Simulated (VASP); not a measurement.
Crystal: AlRu.

```xyz
2
Lattice="2.9916 0.0000 0.0000 0.0000 2.9916 0.0000 0.0000 0.0000 2.9916" Properties=species:S:1:pos:R:3 pbc="T T T"
Ru    1.4958    1.4958    1.4958
Al    0.0000    0.0000    0.0000
```

- Program: VASP 6.6.1
- Task: relaxation of cell and atoms
- Functional: PBEsol
- Potentials or basis: VASP PAW PBE potentials, release 64 (Ru_pv, Al)
- Cutoff: 600 eV
- k mesh: 9 × 9 × 9
- Occupations: fermi-dirac, width 0.05 eV
- Spin: no spin polarisation

At the start: pressure -3.3 GPa; volume 13.39 Å³/atom.

Task: How do energy, volume and symmetry change on relaxing?

Result: Over 3 steps the energy falls by 2.1 meV/atom and the volume is 13.18 Å³/atom (-1.5 %); space group Pm-3m (No. 221, to 0.05 Å).

Step by step:
```
step  energy change (eV)  largest force (eV/Å)  pressure (GPa)  volume (Å³)
   1              0.0000                0.0000           -3.27        26.77
   2              0.0068                0.0000            5.70        25.73
   3             -0.0043                0.0000           -0.03        26.37
```

Final structure:
```cif
data_structure
_symmetry_space_group_name_H-M 'P 1'
_symmetry_Int_Tables_number 1
_cell_length_a 2.9763
_cell_length_b 2.9763
_cell_length_c 2.9763
_cell_angle_alpha 90.000
_cell_angle_beta 90.000
_cell_angle_gamma 90.000
_cell_volume 26.37
loop_
_atom_site_label
_atom_site_type_symbol
_atom_site_fract_x
_atom_site_fract_y
_atom_site_fract_z
_atom_site_occupancy
Ru1 Ru 0.50000 0.50000 0.50000 1
Al1 Al 0.00000 0.00000 0.00000 1
```

Caveat: the PAW data sets were made with another functional, which shifts forces and pressure a little.
